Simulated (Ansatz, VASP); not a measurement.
## P: VASP beside Ansatz

```
P
1.0
     5.12222    0.00000    0.00000
    -2.56111    4.43597    0.00000
     0.00000    0.00000    5.30343
P
6
Direct
  0.29009 0.00000 0.50000
  0.00000 0.29009 0.83333
  0.70991 0.70991 0.16667
  0.70991 0.00000 0.50000
  0.00000 0.70991 0.83333
  0.29009 0.29009 0.16667
```

Alike in both runs: functional PBE; k mesh 12 × 12 × 8; occupations gaussian, width 0.1 eV; no spin polarisation.

Ansatz relaxed the structure, and its values are those at the end. VASP's run is a single point on that final structure, the one shown.

|  | VASP | Ansatz |
| --- | --- | --- |
| version | VASP 6.6.1 | Ansatz 0.2.0 |
| potentials or method | VASP PAW PBE potentials, release 64 (P), cutoff 520 eV | scalar-relativistic, plane waves, PAW |
| valence electrons in the cell | 30 | 30 |

```tsv
	VASP	Ansatz	Ansatz less VASP
gap on the k mesh at the Fermi level (eV)	none	none	-
pressure (GPa)	-0.2	0.0	+0.22
rms of the force components (eV/Å)	0.019	0.000	-0.0189
```

A gap of «none» marks a metal or a gap that the smearing closes.
